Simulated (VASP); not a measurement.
# ScVS3 (Pm-3m) in VASP: notebook

ScVS3 is run at these levels: PBE; tasks: single point.

Everything below comes from runs of VASP 6.6.1. Logs are shortened: lines on timing, memory, paths and dates and some standing lists are left out, and cuts for length are marked.

## Step 1: The cell of the first run

The structure is cubic, space group Pm-3m (No. 221). Conventional cell: a = 4.600 Å, b = 4.600 Å, c = 4.600 Å, α = 90.00°, β = 90.00°, γ = 90.00°. Sc (site symmetry m-3m) has 12 S at 3.25 Å and 8 V at 3.98 Å within 4.3 Å. V (site symmetry m-3m) has 6 S at 2.30 Å within 3.0 Å. S (site symmetry 4/mmm) has 2 V at 2.30 Å within 3.0 Å.

## Step 2: Single point, PBE, collinear spin, ferromagnetic start

Input file INCAR:

```
SYSTEM = ScVS3
PREC = Accurate
ENCUT = 520
EDIFF = 1E-6
ISMEAR = 0
SIGMA = 0.1
LREAL = .FALSE.
LASPH = .TRUE.
NELM = 150
ALGO = Normal
ISIF = 2
LWAVE = .FALSE.
LCHARG = .TRUE.
ISPIN = 2
MAGMOM = 0 2 0 0 0
LORBIT = 11
LMAXMIX = 4
GGA = PE
LELF = .TRUE.
LVHAR = .TRUE.
NBANDS = 33
```

Input file KPOINTS:

```
regular mesh
0
G
  4 4 4
  0 0 0
```

Input file POSCAR:

```
ScVS3
1.0
    4.5996743400      0.0000000000      0.0000000000
    0.0000000000      4.5996743400      0.0000000000
    0.0000000000      0.0000000000      4.5996743400
Sc V S
1 1 3
Direct
    0.5000000000      0.5000000000      0.5000000000
    0.0000000000      0.0000000000      0.0000000000
    0.5000000000      0.0000000000      0.0000000000
    0.0000000000      0.5000000000      0.0000000000
    0.0000000000      0.0000000000      0.5000000000
```

Potentials or basis: VASP PAW PBE potentials, release 64 (Sc_sv, V_sv, S).

Started as:

```bash
$ cat potpaw_PBE.64/Sc_sv/POTCAR potpaw_PBE.64/V_sv/POTCAR potpaw_PBE.64/S/POTCAR > POTCAR
$ mpirun -np 1 vasp_std > vasp.out
```

OUTCAR:

```text
SYSTEM = ScVS3
   PREC = Accurate
   ENCUT = 520
   EDIFF = 1E-6
   ISMEAR = 0
   LREAL = .FALSE.
   LASPH = .TRUE.
   NELM = 150
   ISIF = 2
   ISPIN = 2
   LORBIT = 11
   GGA = PE

 ion  position               nearest neighbor table
   1  0.500  0.500  0.500-
   2  0.000  0.000  0.000-   3 2.30   4 2.30   5 2.30   5 2.30   4 2.30   3 2.30
   3  0.500  0.000  0.000-   2 2.30   2 2.30
   4  0.000  0.500  0.000-   2 2.30   2 2.30
   5  0.000  0.000  0.500-   2 2.30   2 2.30

  LATTYP: Found a simple cubic cell.
 ALAT       =     4.5996743400

  Lattice vectors:

 A1 = (   4.5996743400,   0.0000000000,   0.0000000000)
 A2 = (   0.0000000000,   4.5996743400,   0.0000000000)
 A3 = (   0.0000000000,   0.0000000000,   4.5996743400)

Analysis of symmetry for initial positions (statically):
=====================================================================
 Subroutine PRICEL returns:
 Original cell was already a primitive cell.

 Routine SETGRP: Setting up the symmetry group for a
 simple cubic supercell.

 Subroutine GETGRP returns: Found 48 space group operations
 (whereof 48 operations were pure point group operations)
 out of a pool of 48 trial point group operations.

The static configuration has the point symmetry O_h .

Analysis of symmetry for dynamics (positions and initial velocities):
=====================================================================
 Subroutine PRICEL returns:
 Original cell was already a primitive cell.

 Routine SETGRP: Setting up the symmetry group for a
 simple cubic supercell.

 Subroutine GETGRP returns: Found 48 space group operations
 (whereof 48 operations were pure point group operations)
 out of a pool of 48 trial point group operations.

The dynamic configuration has the point symmetry O_h .

Analysis of structural, dynamic, and magnetic symmetry:
=====================================================================
 Subroutine PRICEL returns:
 Original cell was already a primitive cell.

 Routine SETGRP: Setting up the symmetry group for a
 simple cubic supercell.

 Subroutine GETGRP returns: Found 48 space group operations
 (whereof 48 operations were pure point group operations)
 out of a pool of 48 trial point group operations.

The overall configuration has the point symmetry O_h .

 Subroutine INISYM returns: Found 48 space group operations
 (whereof 48 operations are pure point group operations),
 and found     1 'primitive' translations

----------------------------------------------------------------------------------------

                                     Primitive cell

  volume of cell :      97.3153

  direct lattice vectors                    reciprocal lattice vectors
     4.599674340  0.000000000  0.000000000     0.217406696  0.000000000  0.000000000
     0.000000000  4.599674340  0.000000000     0.000000000  0.217406696  0.000000000
     0.000000000  0.000000000  4.599674340     0.000000000  0.000000000  0.217406696

  length of vectors
     4.599674340  4.599674340  4.599674340     0.217406696  0.217406696  0.217406696

  position of ions in fractional coordinates (direct lattice)
     0.500000000  0.500000000  0.500000000
     0.000000000  0.000000000  0.000000000
     0.500000000  0.000000000  0.000000000
     0.000000000  0.500000000  0.000000000
     0.000000000  0.000000000  0.500000000

  ion indices of the primitive-cell ions
   primitive index   ion index
                 1           1
                 2           2
                 3           3
                 4           4
                 5           5

----------------------------------------------------------------------------------------

 KPOINTS: regular mesh

Automatic generation of k-mesh.
 Grid dimensions read from file:
 generate k-points for:    4    4    4

 Generating k-lattice:

  Cartesian coordinates                     Fractional coordinates (reciprocal lattice)
     0.054351674  0.000000000  0.000000000     0.250000000  0.000000000  0.000000000
     0.000000000  0.054351674  0.000000000     0.000000000  0.250000000  0.000000000
     0.000000000  0.000000000  0.054351674     0.000000000  0.000000000  0.250000000

  Length of vectors
     0.054351674  0.054351674  0.054351674

  Shift w.r.t. Gamma in fractional coordinates (k-lattice)
     0.000000000  0.000000000  0.000000000

 Subroutine IBZKPT returns following result:
 ===========================================

 Found     10 irreducible k-points:

 Following reciprocal coordinates:
            Coordinates               Weight
  0.000000  0.000000  0.000000      1.000000
  0.250000  0.000000  0.000000      6.000000
  0.500000  0.000000  0.000000      3.000000
  0.250000  0.250000  0.000000     12.000000
  0.500000  0.250000  0.000000     12.000000
  0.500000  0.500000  0.000000      3.000000
  0.250000  0.250000  0.250000      8.000000
  0.500000  0.250000  0.250000     12.000000
  0.500000  0.500000  0.250000      6.000000
  0.500000  0.500000  0.500000      1.000000
   k-points           NKPTS =     10   k-points in BZ     NKDIM =     10   number of bands    NBANDS=     33
   number of dos      NEDOS =    301   number of ions     NIONS =      5
   total plane-waves  NPLWV =  46656
   dimension x,y,z NGX =    36 NGY =   36 NGZ =   36
   dimension x,y,z NGXF=    72 NGYF=   72 NGZF=   72
   ions per type =               1   1   3
   NGX,Y,Z   is equivalent  to a cutoff of  13.01, 13.01, 13.01 a.u.
   NGXF,Y,Z  is equivalent  to a cutoff of  26.02, 26.02, 26.02 a.u.
 SYSTEM =  ScVS3
   PREC   = accura    normal or accurate (medium, high low for compatibility)
   ISTART =      0    job   : 0-new  1-cont  2-samecut
   ICHARG =      2    charge: 1-file 2-atom 10-const
   ISPIN  =      2    spin polarized calculation?
   LNONCOLLINEAR =      F non collinear calculations
   LSORBIT =      F    spin-orbit coupling
   LASPH  =      T    aspherical Exc in radial PAW
   ENCUT  =  520.0 eV  38.22 Ry    6.18 a.u.   8.55  8.55  8.55*2*pi/ulx,y,z
   NELM   =    150;   NELMIN=  2; NELMDL= -5     # of ELM steps
   EDIFF  = 0.1E-05   stopping-criterion for ELM
   LREAL  =      F    real-space projection
   EDIFFG = 0.1E-04   stopping-criterion for IOM
   NSW    =      0    number of steps for IOM
   IBRION =     -1    ionic relax: 0-MD 1-quasi-New 2-CG
   NFREE  =      0    steps in history (QN), initial steepest desc. (CG)
   ISIF   =      2    stress and relaxation
   ISYM   =      2    0-nonsym 1-usesym 2-fastsym
   POTIM  = 0.5000    time-step for ionic-motion
   TEBEG  =    0.0;   TEEND  =   0.0 temperature during run
   PSTRESS=    0.0 pullay stress
   NELECT =      42.0000    total number of electrons
   NUPDOWN=      -1.0000    fix difference up-down
   EMIN   =  10.00;   EMAX   =-10.00  energy-range for DOS
   EFERMI =   0.00;   METHOD = LEGACY
   ISMEAR =     0;   SIGMA  =   0.10  broadening in eV -4-tet -1-fermi 0-gaus
   EFERMI_NEDOS =   21; number of points for ismear=-14 and -15
   IALGO  =     38    algorithm
   IMIX   =      4    mixing-type and parameters
     AMIX     =   0.40;   BMIX     =  1.00
     AMIX_MAG =   1.60;   BMIX_MAG =  1.00
  volume/ion in A,a.u.               =      19.46       131.34
  Fermi-wavevector in a.u.,A,eV,Ry     =   1.237174  2.337920 20.825076  1.530600
  Thomas-Fermi vector in A             =   2.371752
   LORBIT       =     11    0 simple, 1 ext, 2 COOP (PROOUT), +10 PAW based schemes
   GGA     = PE    functional components
   LHFCALC =     F    Hartree Fock is set to
   AEXX    =    0.0000 exact exchange contribution
   IVDW    =     0    specifies the selected vdW correction
   LEPSILON=     F    determine dielectric tensor
   LRPA    =     F    only Hartree local field effects (RPA)
 spin polarized calculation
 Gauss-broadening in eV      SIGMA  =   0.10
  energy-cutoff  :      520.00
  volume of cell :       97.32
 maximum number of plane-waves:      2657
 NGX is ok and might be reduce to    36
   NGX = 17   NGY = 17   NGZ = 17

 number of electron      41.9999988 magnetization       1.6106188

 Free energy of the ion-electron system (eV)
  ---------------------------------------------------
  ext. energy  EPLUGINS =         0.00000000
  ---------------------------------------------------
  free energy    TOTEN  =       -30.93489310 eV

  energy without entropy =      -30.91322386  energy(sigma->0) =      -30.92405848

 E-fermi :   5.9830     XC(G=0): -10.1750

 val. band max:        5.9703205595   @ k =   0.2500   0.0000   0.0000
 cond. band min:       5.9957380677   @ k =   0.2500   0.0000   0.0000
 fundamental gap:      0.0254175082
 Fermi energy:         5.9830317927

 spin component 1

 k-point     1 :       0.0000    0.0000    0.0000
  band No.  band energies     occupation
      1     -59.3598      1.00000
      2     -45.7402      1.00000
      3     -33.2350      1.00000
      4     -33.2350      1.00000
      5     -33.2350      1.00000
      6     -24.2937      1.00000
[... 349 lines left out ...]
     32      12.7210      0.00000
     33      12.7210      0.00000
 Fermi energy:         5.9830317927

 spin component 2

 k-point     1 :       0.0000    0.0000    0.0000
  band No.  band energies     occupation
      1     -58.1806      1.00000
      2     -45.4297      1.00000
      3     -32.0719      1.00000
      4     -32.0719      1.00000
      5     -32.0719      1.00000
      6     -23.9776      1.00000
[... 349 lines left out ...]
     32      12.9184      0.00000
     33      12.9184      0.00000

------------------------ aborting loop because EDIFF is reached ----------------------------------------

  FORCE on cell =-STRESS in cart. coord.  units (eV):
  Direction    XX          YY          ZZ          XY          YZ          ZX
  --------------------------------------------------------------------------------------
  -------------------------------------------------------------------------------------
  Total       -0.8767511     -0.8767511     -0.8767511     -0.0000000     -0.0000000      0.0000000
  in kB      -14.4346301    -14.4346301    -14.4346301     -0.0000000     -0.0000000      0.0000000
  external PRESSURE =     -14.4346301 kB  Pullay stress =       0.0000000 kB

 VOLUME and BASIS-vectors are now :
 -----------------------------------------------------------------------------
  energy-cutoff  :      520.00
  volume of cell :       97.32
      direct lattice vectors                 reciprocal lattice vectors
     4.599674340  0.000000000  0.000000000     0.217406696  0.000000000  0.000000000
     0.000000000  4.599674340  0.000000000     0.000000000  0.217406696  0.000000000
     0.000000000  0.000000000  4.599674340     0.000000000  0.000000000  0.217406696

 POSITION                                       TOTAL-FORCE (eV/Angst)
 -----------------------------------------------------------------------------------
      2.29984      2.29984      2.29984         0.000000      0.000000      0.000000
      0.00000      0.00000      0.00000         0.000000      0.000000      0.000000
      2.29984      0.00000      0.00000         0.000000      0.000000      0.000000
      0.00000      2.29984      0.00000         0.000000      0.000000      0.000000
      0.00000      0.00000      2.29984         0.000000      0.000000      0.000000
 -----------------------------------------------------------------------------------
    total drift:                                0.000000      0.000000      0.000000

  FREE ENERGIE OF THE ION-ELECTRON SYSTEM (eV)
  ---------------------------------------------------
  free  energy   TOTEN  =       -30.9348931006 eV

  energy  without entropy=      -30.9132238573  energy(sigma->0) =      -30.92405848

 total charge

# of ion       s       p       d       tot
------------------------------------------
    1        2.084   6.007   0.884   8.975
    2        2.243   6.253   3.096  11.592
    3        1.347   2.399   0.000   3.746
    4        1.347   2.399   0.000   3.746
    5        1.347   2.399   0.000   3.746
--------------------------------------------------
tot          8.368  19.458   3.980  31.805

 magnetization (x)

# of ion       s       p       d       tot
------------------------------------------
    1        0.008   0.003   0.321   0.332
    2        0.009   0.010   1.146   1.165
    3       -0.001  -0.035   0.000  -0.036
    4       -0.001  -0.035   0.000  -0.036
    5       -0.001  -0.035   0.000  -0.036
--------------------------------------------------
tot          0.014  -0.094   1.467   1.388
```

Run time: 44 s. Hardware: 1 thread of Intel Xeon 6975P-C (Granite Rapids), shared host; peak memory 0.26 GiB.

Results:

* Free energy: -30.9349 eV
* Pressure: -1.4 GPa
* Net moment: 1.61 μB per cell
* Site moments: Sc +0.33; V +1.17; S -0.04 μB
* Valence electrons inside the program's atomic spheres: Sc 8.97; V 11.59; S 3.75

Levels at points of the mesh, in eV from the Fermi level:
Spin up:
```
           k point  band 19  band 20  band 21  band 22  band 23  band 24
(0.00, 0.00, 0.00)    -1.52    -1.52    -0.87    -0.87    -0.87    -0.39
(0.50, 0.00, 0.00)    -1.41    -1.41    -1.37     0.27     0.38     0.40
(0.50, 0.50, 0.00)    -3.04    -0.67    -0.06     0.16     0.16     0.47
(0.50, 0.50, 0.50)    -0.18    -0.18     0.47     0.47     0.47     0.48
```
Spin down:
```
           k point  band 18  band 19  band 20  band 21  band 22  band 23
(0.00, 0.00, 0.00)    -0.87    -0.87    -0.87    -0.57    -0.57    -0.57
(0.50, 0.00, 0.00)    -3.03    -1.38    -1.38    -0.24     0.50     0.83
(0.50, 0.50, 0.00)    -3.03    -3.03    -0.60     0.66     0.75     1.02
(0.50, 0.50, 0.50)    -0.23    -0.23    -0.23     0.71     0.72     0.72
```

## Step 3: Single point, PBE, collinear spin, ferromagnetic start

This run uses another cell than the first one, of 19.01 Å³/atom.

Input file INCAR:

```
PREC = Accurate
ENCUT = 520
EDIFF = 1E-7
ISMEAR = 0
SIGMA = 0.1
LREAL = False
LASPH = True
NELM = 150
ALGO = Normal
ISIF = 2
LWAVE = False
LCHARG = False
ISPIN = 2
MAGMOM = 0.38 1.15 0 0 0
LORBIT = 11
LMAXMIX = 4
GGA = PE
NBANDS = 33
```

Input file KPOINTS:

```
Automatic mesh
0
Gamma
  8 8 8
```

POSCAR: that of step 2 with these lines changed.

```diff
@@ -2,5 +2,5 @@
 1.0
-    4.5996743400      0.0000000000      0.0000000000
-    0.0000000000      4.5996743400      0.0000000000
-    0.0000000000      0.0000000000      4.5996743400
+    4.5638417786      0.0000000000      0.0000000000
+    0.0000000000      4.5638417786      0.0000000000
+    0.0000000000      0.0000000000      4.5638417786
 Sc V S
```

Potentials or basis: VASP PAW PBE potentials, release 64 (Sc_sv, V_sv, S).

Started as:

```bash
$ cat potpaw_PBE.64/Sc_sv/POTCAR potpaw_PBE.64/V_sv/POTCAR potpaw_PBE.64/S/POTCAR > POTCAR
$ mpirun -np 1 vasp_std > vasp.out
```

Run time: 1.8 min. Hardware: 1 thread of Intel Xeon 6975P-C (Granite Rapids), shared host; peak memory 0.35 GiB.

The run converged. Its results:

```yaml
Free_energy: -30.9371 eV
Pressure: 0.0 GPa
Net_moment: 1.22 μB per cell
Site_moments: Sc +0.28; V +0.86; S -0.03 μB
Valence_electrons_inside_the_program's_atomic_spheres: Sc 8.99; V 11.64; S 3.75
```

Levels at points of the mesh, in eV from the Fermi level:
Spin up:
| k point | band 18 | band 19 | band 20 | band 21 | band 22 | band 23 | band 24 | band 25 |
| --- | --- | --- | --- | --- | --- | --- | --- | --- |
| (0.00, 0.00, 0.00) | -1.56 | -1.56 | -1.56 | -0.94 | -0.94 | -0.94 | -0.45 | -0.45 |
| (0.50, 0.00, 0.00) | -3.28 | -1.49 | -1.49 | -1.40 | 0.29 | 0.35 | 0.41 | 0.63 |
| (0.50, 0.50, 0.00) | -3.19 | -3.19 | -0.74 | -0.05 | 0.20 | 0.20 | 0.49 | 0.76 |
| (0.50, 0.50, 0.50) | -0.26 | -0.26 | -0.26 | 0.45 | 0.52 | 0.52 | 0.52 | 0.52 |
Spin down:
```
           k point  band 18  band 19  band 20  band 21  band 22  band 23
(0.00, 0.00, 0.00)    -0.94    -0.94    -0.94    -0.86    -0.86    -0.86
(0.50, 0.00, 0.00)    -3.20    -1.48    -1.48    -0.58     0.45     0.78
(0.50, 0.50, 0.00)    -3.18    -3.18    -0.67     0.57     0.70     0.85
(0.50, 0.50, 0.50)    -0.29    -0.29    -0.29     0.61     0.68     0.68
```
